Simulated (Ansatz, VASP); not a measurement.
# Ir: VASP beside Ansatz

```xyz
13
Lattice="2.7084 0.0000 0.0000 0.0000 6.6342 0.0000 0.0000 0.0000 24.3821" Properties=species:S:1:pos:R:3 pbc="T T T"
Ir    1.3542    4.3234    7.6486
Ir    0.0000    2.1991    8.3806
Ir    1.3542    0.0090    8.9931
Ir    0.0000    4.4414    9.8590
Ir    1.3542    2.1970   10.6869
Ir    0.0000   -0.0092   11.3812
Ir    1.3542    4.4228   12.1911
Ir    0.0000    2.2206   13.0009
Ir    1.3542    0.0144   13.6952
Ir    0.0000    4.4041   14.5231
Ir    1.3542    2.2024   15.3890
Ir    0.0000    0.0123   16.0015
Ir    1.3542    4.5221   16.7336
```

Alike in both runs: functional PBEsol; k mesh 13 × 5 × 1; occupations gaussian, width 0.1 eV; no spin polarisation.

Ansatz relaxed the structure, and its values are those at the end. VASP's run is a single point on that final structure, the one shown.

|  | VASP | Ansatz |
| --- | --- | --- |
| version | VASP 6.6.1 | Ansatz 0.2.0 |
| potentials or method | VASP PAW PBE potentials, release 64 (Ir), cutoff 520 eV | scalar-relativistic, plane waves, PAW |
| valence electrons in the cell | 117 | 221 |

|  | VASP | Ansatz | Ansatz less VASP |
| --- | --- | --- | --- |
| gap on the k mesh at the Fermi level (eV) | none | none | - |
| rms of the force components (eV/Å) | 0.023 | 0.002 | -0.0215 |

VASP's potentials were made for PBE, not for PBEsol. A gap of «none» marks a metal or a gap that the smearing closes. The functional is the same, so the differences come from potentials, cutoffs and numerics. VASP's potentials hold 117 valence electrons a cell and Ansatz's 221, so a difference there can come from the potentials and not from the codes.

Spin-orbit coupling is off throughout.
